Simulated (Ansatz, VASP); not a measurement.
One calculation of Ga3AsN2, two programs

```
CELL_PARAMETERS angstrom
3.46149 0.00000 0.00000
-1.73075 2.99774 0.00000
0.00000 0.00000 8.84576
ATOMIC_POSITIONS crystal
Ga 0.00000 0.00000 0.04953
Ga 0.33333 0.66667 0.62393
Ga 0.66667 0.33333 0.33621
As 0.33333 0.66667 0.90876
N 0.66667 0.33333 0.56097
N 0.00000 0.00000 0.27061
```

Alike in both runs: functional PBE; k mesh 6 × 6 × 2; occupations gaussian, width 0.1 eV; no spin polarisation.

Ansatz relaxed the structure, and its values are those at the end. VASP's run is a single point on that final structure, the one shown.

```csv
,VASP,Ansatz
version,VASP 6.6.1,Ansatz 0.2.0
potentials or method,"VASP PAW PBE potentials, release 64 (Ga_d, As, N), cutoff 520 eV","scalar-relativistic, plane waves, PAW"
valence electrons in the cell,54,64
```

VASP gave:

- gap on the k mesh at the Fermi level (eV): none
- pressure (GPa): 0.1
- rms of the force components (eV/Å): 0.009

**Question.** Which values does Ansatz return?

**Answer.** gap on the k mesh at the Fermi level (eV): none; pressure (GPa): -0.1; rms of the force components (eV/Å): 0.006.

A gap of «none» marks a metal or a gap that the smearing closes. VASP's potentials hold 54 valence electrons a cell and Ansatz's 64, so a difference there can come from the potentials and not from the codes.
